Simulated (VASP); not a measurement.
Input of a VASP 6.6.1 run:

The input INCAR:

```
  ALGO = Normal
  EDIFF = 1E-8
  ENCUT = 520
  GGA = PE
  ISIF = 2
  ISMEAR = -1
  LASPH = True
  LCHARG = False
  LEFG = True
  LREAL = False
  LWAVE = False
  NBANDS = 16
  NELM = 100
  PREC = Accurate
  SIGMA = 0.05
```

KPOINTS

```
k-points
0
Gamma
  12 12 12
```

Contents of POSCAR:

```
AlRu
1.0
    3.0375095875      0.0000000000      0.0000000000
    0.0000000000      3.0375095875      0.0000000000
    0.0000000000      0.0000000000      2.9018520000
Al Ru
1 1
Direct
    0.0000000000      0.0000000000      0.0000000000
    0.5000000000      0.5000000000      0.5000000000
```

Potentials or basis: VASP PAW PBE potentials, release 64 (Al, Ru_pv).

The run is started by

```bash
$ cat potpaw_PBE.64/Al/POTCAR potpaw_PBE.64/Ru_pv/POTCAR > POTCAR
$ mpirun -np 1 vasp_std > vasp.out
```

Q: Predict the pressure.

A: 2.7 GPa.

Stress tensor (GPa, compression positive):
```
-0.15  0.00  0.00
 0.00 -0.15  0.00
 0.00  0.00  8.42
```

Caveat: without QUAD_EFG the Cq values of the log hold for a quadrupole moment of 1 mb, not for the nuclei.
